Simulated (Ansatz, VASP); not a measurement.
Te2Mo in VASP and in Ansatz

File INCAR:

```
  ALGO = Normal
  EDIFF = 1E-6
  ENCUT = 520
  GGA = PE
  ISIF = 2
  ISMEAR = -1
  LASPH = True
  LCHARG = False
  LREAL = False
  LWAVE = False
  NBANDS = 35
  NELM = 80
  PREC = Accurate
  SIGMA = 0.1
```

Contents of KPOINTS:

```
k-points
0
Gamma
  8 8 2
```

File POSCAR:

```
Te2Mo
1.0
    3.5872018318      0.0000000000      0.0000000000
   -1.7936009159      3.1066083476      0.0000000000
    0.0000000000      0.0000000000     14.2476617354
Te Mo
4 2
Direct
    0.3333333333      0.6666666667      0.6210000000
    0.6666666667      0.3333333333      0.1210000000
    0.3333333333      0.6666666667      0.8790000000
    0.6666666667      0.3333333333      0.3790000000
    0.3333333333      0.6666666667      0.2500000000
    0.6666666667      0.3333333333      0.7500000000
```

Input for Ansatz:

```yaml
crystal:
  lattice:
    - [3.5872018318458414, 0.0, 0.0]
    - [-1.7936009159229207, 3.1066083476099524, 0.0]
    - [0.0, 0.0, 14.247661735399081]
  atoms:
    - { symbol: Te, position: [0.3333333333333333, 0.6666666666666666, 0.621] }
    - { symbol: Te, position: [0.6666666666666666, 0.3333333333333333, 0.121] }
    - { symbol: Te, position: [0.3333333333333333, 0.6666666666666666, 0.879] }
    - { symbol: Te, position: [0.6666666666666666, 0.3333333333333333, 0.379] }
    - { symbol: Mo, position: [0.3333333333333333, 0.6666666666666666, 0.25] }
    - { symbol: Mo, position: [0.6666666666666666, 0.3333333333333333, 0.75] }
basis:
  ecutwfc: 550.0
kpoints:
  mp_grid:
    grid: [8, 8, 2]
hamiltonian:
  xc: pbe
scf:
  occupations:
    method: fermi_dirac
    width: 0.1
output:
  stress: true
```

Alike in both runs: task single point; functional PBE; k mesh 8 × 8 × 2; occupations fermi-dirac, width 0.1 eV; no spin polarisation.

|  | VASP | Ansatz |
| --- | --- | --- |
| version | VASP 6.6.1 | Ansatz 0.2.0 |
| potentials or method | VASP PAW PBE potentials, release 64 (Te, Mo_sv), cutoff 520 eV | plane waves, PAW |
| valence electrons in the cell | 52 | 92 |

|  | VASP | Ansatz | Ansatz less VASP |
| --- | --- | --- | --- |
| pressure (GPa) | -2.5 | -2.5 | 0.00 |
| traceless stress, the component that is largest in VASP (GPa) | -0.40 | -0.44 | -0.043 |

VASP's potentials hold 52 valence electrons a cell and Ansatz's 92, so a difference there can come from the potentials and not from the codes.

Spin-orbit coupling is off throughout.
